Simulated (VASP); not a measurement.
# Ir (Pmma) in VASP: relaxation of cell and atoms with PBEsol

Aim: the relaxation of cell and atoms of Ir with PBEsol.

Program: VASP 6.6.1. These are calculated values, not measurements. Logs are shortened: lines on timing, memory, paths and dates and some standing lists are left out, and cuts for length are marked.

**1. The cell of the first run**

Symmetry: Pmma, No. 51, orthorhombic system. Conventional cell: a = 12.238 Å, b = 2.233 Å, c = 7.193 Å, α = 90.00°, β = 90.00°, γ = 90.00°. Ir (site symmetry mm2) has 2 Ir at 2.23 Å within 3.0 Å.

**2. Relaxation of cell and atoms, PBEsol**

Input file INCAR:

```
SYSTEM = Ir
PREC = Accurate
ENCUT = 600
EDIFF = 1E-7
ISMEAR = 0
SIGMA = 0.05
LREAL = .False.
LASPH = .True.
NELM = 100
ALGO = Normal
ISIF = 3
LWAVE = .False.
LCHARG = .False.
GGA = PS
IBRION = 2
NSW = 80
EDIFFG = -0.02
```

Input file KPOINTS:

```
regular mesh
0
Gamma
  2 10 3
  0 0 0
```

Input file POSCAR:

```
Ir
1.0
   12.2384550000      0.0000000000      0.0000000000
    0.0000000000      2.2334310000      0.0000000000
    0.0000000000      0.0000000000      7.1930010000
Ir
2
Direct
    0.2500000000      0.0000000000      0.1639880000
    0.7500000000      0.0000000000      0.8360120000
```

Potentials or basis: VASP PAW PBE potentials, release 64 (Ir).

Started as:

```sh
$ cat potpaw_PBE.64/Ir/POTCAR > POTCAR
$ mpirun -np 1 vasp_std > vasp.out
```

OUTCAR:

```text
SYSTEM = Ir
   PREC = Accurate
   ENCUT = 600
   EDIFF = 1E-7
   ISMEAR = 0
   LREAL = .False.
   LASPH = .True.
   NELM = 100
   ISIF = 3
   GGA = PS
   IBRION = 2
   NSW = 80
   EDIFFG = -0.02

 ion  position               nearest neighbor table
   1  0.250  0.000  0.164-
   2  0.750  0.000  0.836-

  LATTYP: Found a simple orthorhombic cell.
 ALAT       =     2.2334310000
 B/A-ratio  =     3.2206058750
 C/A-ratio  =     5.4796655907

  Lattice vectors:

 A1 = (   0.0000000000,   2.2334310000,   0.0000000000)
 A2 = (   0.0000000000,   0.0000000000,   7.1930010000)
 A3 = (  12.2384550000,   0.0000000000,   0.0000000000)

Analysis of symmetry for initial positions (statically):
=====================================================================
 Subroutine PRICEL returns:
 Original cell was already a primitive cell.

 Routine SETGRP: Setting up the symmetry group for a
 simple orthorhombic supercell.

 Subroutine GETGRP returns: Found  8 space group operations
 (whereof  4 operations were pure point group operations)
 out of a pool of  8 trial point group operations.

The static configuration has the point symmetry C_2h.
 The point group associated with its full space group is D_2h.

Analysis of symmetry for dynamics (positions and initial velocities):
=====================================================================
 Subroutine PRICEL returns:
 Original cell was already a primitive cell.

 Routine SETGRP: Setting up the symmetry group for a
 simple orthorhombic supercell.

 Subroutine GETGRP returns: Found  8 space group operations
 (whereof  4 operations were pure point group operations)
 out of a pool of  8 trial point group operations.

The dynamic configuration has the point symmetry C_2h.
 The point group associated with its full space group is D_2h.

 Subroutine INISYM returns: Found  8 space group operations
 (whereof  4 operations are pure point group operations),
 and found     1 'primitive' translations

----------------------------------------------------------------------------------------

                                     Primitive cell

  volume of cell :     196.6117

  direct lattice vectors                    reciprocal lattice vectors
    12.238455000  0.000000000  0.000000000     0.081709660  0.000000000  0.000000000
     0.000000000  2.233431000  0.000000000     0.000000000  0.447741614  0.000000000
     0.000000000  0.000000000  7.193001000     0.000000000  0.000000000  0.139024032

  length of vectors
    12.238455000  2.233431000  7.193001000     0.081709660  0.447741614  0.139024032

  position of ions in fractional coordinates (direct lattice)
     0.250000000  0.000000000  0.163988000
     0.750000000  0.000000000  0.836012000

  ion indices of the primitive-cell ions
   primitive index   ion index
                 1           1
                 2           2

----------------------------------------------------------------------------------------

 KPOINTS: regular mesh

Automatic generation of k-mesh.
 Grid dimensions read from file:
 generate k-points for:    2   10    3

 Generating k-lattice:

  Cartesian coordinates                     Fractional coordinates (reciprocal lattice)
     0.040854830  0.000000000  0.000000000     0.500000000  0.000000000  0.000000000
     0.000000000  0.044774161  0.000000000     0.000000000  0.100000000  0.000000000
     0.000000000  0.000000000  0.046341344     0.000000000  0.000000000  0.333333333

  Length of vectors
     0.040854830  0.044774161  0.046341344

  Shift w.r.t. Gamma in fractional coordinates (k-lattice)
     0.000000000  0.000000000  0.000000000

 Subroutine IBZKPT returns following result:
 ===========================================

 Found     24 irreducible k-points:

 Following reciprocal coordinates:
            Coordinates               Weight
  0.000000  0.000000  0.000000      1.000000
  0.500000  0.000000  0.000000      1.000000
  0.000000  0.100000  0.000000      2.000000
  0.500000  0.100000  0.000000      2.000000
  0.000000  0.200000  0.000000      2.000000
  0.500000  0.200000  0.000000      2.000000
[... 16 lines left out ...]
  0.000000  0.500000  0.333333      2.000000
  0.500000  0.500000  0.333333      2.000000
   k-points           NKPTS =     24   k-points in BZ     NKDIM =     24   number of bands    NBANDS=     13
   number of dos      NEDOS =    301   number of ions     NIONS =      2
   total plane-waves  NPLWV = 105840
   dimension x,y,z NGX =    98 NGY =   18 NGZ =   60
   dimension x,y,z NGXF=   196 NGYF=   36 NGZF=  120
   ions per type =               2
   NGX,Y,Z   is equivalent  to a cutoff of  13.31, 13.40, 13.87 a.u.
   NGXF,Y,Z  is equivalent  to a cutoff of  26.62, 26.80, 27.73 a.u.
 SYSTEM =  Ir
   PREC   = accura    normal or accurate (medium, high low for compatibility)
   ISTART =      0    job   : 0-new  1-cont  2-samecut
   ICHARG =      2    charge: 1-file 2-atom 10-const
   ISPIN  =      1    spin polarized calculation?
   LNONCOLLINEAR =      F non collinear calculations
   LSORBIT =      F    spin-orbit coupling
   LASPH  =      T    aspherical Exc in radial PAW
   ENCUT  =  600.0 eV  44.10 Ry    6.64 a.u.  24.44  4.46 14.37*2*pi/ulx,y,z
   NELM   =    100;   NELMIN=  2; NELMDL= -5     # of ELM steps
   EDIFF  = 0.1E-06   stopping-criterion for ELM
   LREAL  =      F    real-space projection
   EDIFFG = -.2E-01   stopping-criterion for IOM
   NSW    =     80    number of steps for IOM
   IBRION =      2    ionic relax: 0-MD 1-quasi-New 2-CG
   NFREE  =      1    steps in history (QN), initial steepest desc. (CG)
   ISIF   =      3    stress and relaxation
   ISYM   =      2    0-nonsym 1-usesym 2-fastsym
   POTIM  = 0.5000    time-step for ionic-motion
   TEBEG  =    0.0;   TEEND  =   0.0 temperature during run
   PSTRESS=    0.0 pullay stress
   NELECT =      18.0000    total number of electrons
   NUPDOWN=      -1.0000    fix difference up-down
   EMIN   =  10.00;   EMAX   =-10.00  energy-range for DOS
   EFERMI =   0.00;   METHOD = LEGACY
   ISMEAR =     0;   SIGMA  =   0.05  broadening in eV -4-tet -1-fermi 0-gaus
   EFERMI_NEDOS =   21; number of points for ismear=-14 and -15
   IALGO  =     38    algorithm
   IMIX   =      4    mixing-type and parameters
     AMIX     =   0.40;   BMIX     =  1.00
     AMIX_MAG =   1.60;   BMIX_MAG =  1.00
  volume/ion in A,a.u.               =      98.31       663.40
  Fermi-wavevector in a.u.,A,eV,Ry     =   0.737841  1.394317  7.407132  0.544409
  Thomas-Fermi vector in A             =   1.831619
   LORBIT       =      0    0 simple, 1 ext, 2 COOP (PROOUT), +10 PAW based schemes
   GGA     = PS    functional components
   LHFCALC =     F    Hartree Fock is set to
   AEXX    =    0.0000 exact exchange contribution
   IVDW    =     0    specifies the selected vdW correction
   LEPSILON=     F    determine dielectric tensor
   LRPA    =     F    only Hartree local field effects (RPA)
 conjugate gradient relaxation of ions
 non-spin polarized calculation
 Gauss-broadening in eV      SIGMA  =   0.05
  energy-cutoff  :      600.00
  volume of cell :      196.61
 maximum number of plane-waves:      6612
 NGX is ok and might be reduce to    98
   NGX = 49   NGY =  9   NGZ = 29

--------------------------------------- Ionic step        1  -------------------------------------------

 number of electron      18.0000000 magnetization

 Free energy of the ion-electron system (eV)
  ---------------------------------------------------
  ext. energy  EPLUGINS =         0.00000000
  ---------------------------------------------------
  free energy    TOTEN  =       -10.77282980 eV

  energy without entropy =      -10.75799387  energy(sigma->0) =      -10.76541183

------------------------ aborting loop because EDIFF is reached ----------------------------------------

  FORCE on cell =-STRESS in cart. coord.  units (eV):
  Direction    XX          YY          ZZ          XY          YZ          ZX
  --------------------------------------------------------------------------------------
  -------------------------------------------------------------------------------------
  Total       -0.0291810      2.9187138     -0.0149015      0.0000000      0.0000000     -0.0000000
  in kB       -0.2377940     23.7844346     -0.1214316      0.0000000      0.0000000     -0.0000000
  external PRESSURE =       7.8084030 kB  Pullay stress =       0.0000000 kB

 VOLUME and BASIS-vectors are now :
 -----------------------------------------------------------------------------
  energy-cutoff  :      600.00
  volume of cell :      196.61
      direct lattice vectors                 reciprocal lattice vectors
    12.238455000  0.000000000  0.000000000     0.081709660  0.000000000  0.000000000
     0.000000000  2.233431000  0.000000000     0.000000000  0.447741614  0.000000000
     0.000000000  0.000000000  7.193001000     0.000000000  0.000000000  0.139024032
[... 73 lines left out ...]
 POSITION                                       TOTAL-FORCE (eV/Angst)
 -----------------------------------------------------------------------------------
      3.05921      0.00000      1.17947        -0.000000      0.000000     -0.001547
      9.17764      0.00000      6.01305         0.000000      0.000000      0.001547
 -----------------------------------------------------------------------------------
    total drift:                                0.000000      0.000000     -0.000000

  FREE ENERGIE OF THE ION-ELECTRON SYSTEM (eV)
  ---------------------------------------------------
  free  energy   TOTEN  =       -10.7902877295 eV

  energy  without entropy=      -10.7772558880  energy(sigma->0) =      -10.78377181

--------------------------------------- Ionic step        4  -------------------------------------------

 number of electron      18.0000000 magnetization

 Free energy of the ion-electron system (eV)
  ---------------------------------------------------
  ext. energy  EPLUGINS =         0.00000000
  ---------------------------------------------------
  free energy    TOTEN  =       -10.79037676 eV

  energy without entropy =      -10.77727439  energy(sigma->0) =      -10.78382557

 E-fermi :  -3.4587     XC(G=0):  -4.1238

 val. band max:       -3.4623144300   @ k =   0.5000   0.3000   0.0000
 cond. band min:      -3.4504777118   @ k =   0.5000   0.3000   0.3333
 fundamental gap:      0.0118367181
 Fermi energy:        -3.4587016443

 k-point     1 :       0.0000    0.0000    0.0000
  band No.  band energies     occupation
      1     -10.9894      2.00000
      2     -10.9889      2.00000
      3      -5.7537      2.00000
      4      -5.6941      2.00000
      5      -5.0544      2.00000
      6      -5.0505      2.00000
      7      -5.0490      2.00000
      8      -5.0443      2.00000
      9      -1.3021      0.00000
     10      -1.3021      0.00000
     11      -1.3019      0.00000
     12      -1.3019      0.00000
     13      -0.9511      0.00000

 k-point     2 :       0.5000    0.0000    0.0000
  band No.  band energies     occupation
      1     -10.9892      2.00000
      2     -10.9892      2.00000
      3      -5.7244      2.00000
      4      -5.7244      2.00000
      5      -5.0555      2.00000
      6      -5.0555      2.00000
      7      -5.0438      2.00000
      8      -5.0438      2.00000
      9      -1.3021      0.00000
     10      -1.3021      0.00000
     11      -1.3019      0.00000
[... 374 lines left out ...]
 POSITION                                       TOTAL-FORCE (eV/Angst)
 -----------------------------------------------------------------------------------
      3.05924      0.00000      1.17948        -0.000000      0.000000     -0.001488
      9.17772      0.00000      6.01307         0.000000      0.000000      0.001488
 -----------------------------------------------------------------------------------
    total drift:                                0.000000      0.000000      0.000000

  FREE ENERGIE OF THE ION-ELECTRON SYSTEM (eV)
  ---------------------------------------------------
  free  energy   TOTEN  =       -10.7903767570 eV

  energy  without entropy=      -10.7772743873  energy(sigma->0) =      -10.78382557

 reached required accuracy - stopping structural energy minimisation
```

Wall time 3.2 min (1 thread of Intel Xeon Platinum 8259CL at 2.50GHz (Skylake/Cascade Lake), shared host); peak memory 0.36 GiB.

Results:

```
Free energy                            : -10.7904 eV
Relaxed cell                           : a = 12.237 Å, b = 2.261 Å, c = 7.193 Å, α = 90.00°, β = 90.00°, γ = 90.00°
Space group after relaxing (to 0.05 Å) : Pmma (No. 51)
Energy gained by relaxing              : 8.8 meV/atom
Ionic steps                            : 4
Pressure after relaxing                : 0.0 GPa
Band gap on the k mesh                 : zero (band 9 reaches -1.30 eV, above the bottom of band 10 at -4.54 eV)
```

Step by step:
```tsv
step	energy change (eV)	largest force (eV/Å)	pressure (GPa)	volume (Å³)
1	0.0000	0.0015	0.78	196.61
2	0.3122	0.0018	-2.83	210.23
3	-0.0175	0.0015	-0.07	199.14
4	-0.0175	0.0015	-0.02	198.98
```

Final structure:
```xyz
2
Lattice="12.2370 0.0000 0.0000 0.0000 2.2607 0.0000 0.0000 0.0000 7.1926" Properties=species:S:1:pos:R:3 pbc="T T T"
Ir    3.0592    0.0000    1.1795
Ir    9.1777    0.0000    6.0131
```

Levels at points of the mesh, in eV from the Fermi level:
```tsv
k point	band 5	band 6	band 7	band 8	band 9	band 10	band 11	band 12
(0.00, 0.00, 0.00)	-1.60	-1.59	-1.59	-1.59	2.16	2.16	2.16	2.16
(0.50, 0.00, 0.00)	-1.60	-1.60	-1.59	-1.59	2.16	2.16	2.16	2.16
(0.00, 0.50, 0.00)	0.06	0.06	0.06	0.06	0.88	0.89	5.44	5.50
(0.50, 0.50, 0.00)	0.06	0.06	0.06	0.06	0.89	0.89	5.47	5.47
```

Caveat: the PAW data sets were made with another functional, which shifts forces and pressure a little; spin-orbit coupling is left out, which moves the levels of the heavy elements.
